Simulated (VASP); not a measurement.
Wanted: the native input for a VASP 6.6.1 run.

| Quantity | Value |
| --- | --- |
| Task | single point |
| Functional | PBE |
| Potentials or basis | VASP PAW PBE potentials, release 64 (Pb_d, Te) |
| Cutoff | 520 eV |
| k mesh | 8 × 8 × 8 |
| Occupations | fermi-dirac, width 0.02 eV |
| Spin | no spin polarisation |
| Dipole correction | no |
| Further INCAR settings | ALGO = Normal; EDIFF = 1e-07; NBANDS = 17 |

The structure of TePb lies in POSCAR:

```
TePb
1.0
    0.0000000000      3.2678368488      3.2678368488
    3.2678368488      0.0000000000      3.2678368488
    3.2678368488      3.2678368488      0.0000000000
Pb Te
1 1
Direct
    0.0000000000      0.0000000000      0.0000000000
    0.5000000000      0.5000000000      0.5000000000
```

One way to write it, as run:

INCAR

```
SYSTEM = TePb
ALGO     = Normal         ! electronic algorithm
EDIFF    = 1E-7           ! SCF threshold, eV
ENCUT    = 520            ! plane-wave cutoff, eV
GGA      = PE             ! functional
ISIF     = 2              ! what is computed and relaxed
ISMEAR   = -1             ! smearing method
LASPH    = .TRUE.         ! aspherical terms in the spheres
LCHARG   = .FALSE.        ! write CHGCAR
LREAL    = .FALSE.        ! projectors in reciprocal space
LWAVE    = .FALSE.        ! write WAVECAR
NBANDS   = 17             ! bands
NELM     = 100            ! most SCF steps
PREC     = Accurate       ! precision mode
SIGMA    = 0.02           ! smearing width, eV
```

KPOINTS

```
k-points
0
G
  8 8 8
  0 0 0
```

Potentials or basis: VASP PAW PBE potentials, release 64 (Pb_d, Te).

Launch:

```console
$ cat potpaw_PBE.64/Pb_d/POTCAR potpaw_PBE.64/Te/POTCAR > POTCAR
$ mpirun -np 1 vasp_std > vasp.out
```

It gave:

| Item | Value |
| --- | --- |
| Pressure | 0.6 GPa |
| Band gap on the k mesh | 0.80 eV, direct |

Caveat: spin-orbit coupling is left out, which moves the levels of the heavy elements.

Wall time 34 s on 1 thread of Intel(R) Xeon(R) Platinum 8259CL CPU @ 2.50GHz (Skylake/Cascade Lake), with other jobs on the host, peak memory 0.21 GiB.
